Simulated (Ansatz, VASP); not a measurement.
**Two plane-wave programs on B4MoRu**

```
B Mo Ru
1.0
     0.00000    3.51285    3.51285
     3.51285    0.00000    3.51285
     3.51285    3.51285    0.00000
B Mo Ru
4 1 1
Cartesian
  0.5994 0.5994 0.5994
  2.9135 2.9135 0.5994
  2.9135 0.5994 2.9135
  0.5994 2.9135 2.9135
  1.7564 1.7564 1.7564
  3.5129 3.5129 3.5129
```

Alike in both runs: functional PBE; k mesh 4 × 4 × 4; occupations gaussian, width 0.1 eV; no spin polarisation.

Ansatz relaxed the structure, and its values are those at the end. VASP's run is a single point on that final structure, the one shown.

```csv
,VASP,Ansatz
version,VASP 6.6.1,Ansatz 0.2.0
potentials or method,"VASP PAW PBE potentials, release 64 (B, Mo_sv, Ru_pv), cutoff 520 eV","scalar-relativistic, plane waves, PAW"
valence electrons in the cell,40,42
```

|  | VASP | Ansatz | Ansatz less VASP |
| --- | --- | --- | --- |
| gap on the k mesh at the Fermi level (eV) | none | none | - |
| pressure (GPa) | 0.2 | 0.1 | -0.07 |

A gap of «none» marks a metal or a gap that the smearing closes. With one functional, cell and mesh, what is left measures potentials, basis and numerics. VASP's potentials hold 40 valence electrons a cell and Ansatz's 42, so a difference there can come from the potentials and not from the codes.

The k mesh is coarse, so the values compare programs but aren't converged.
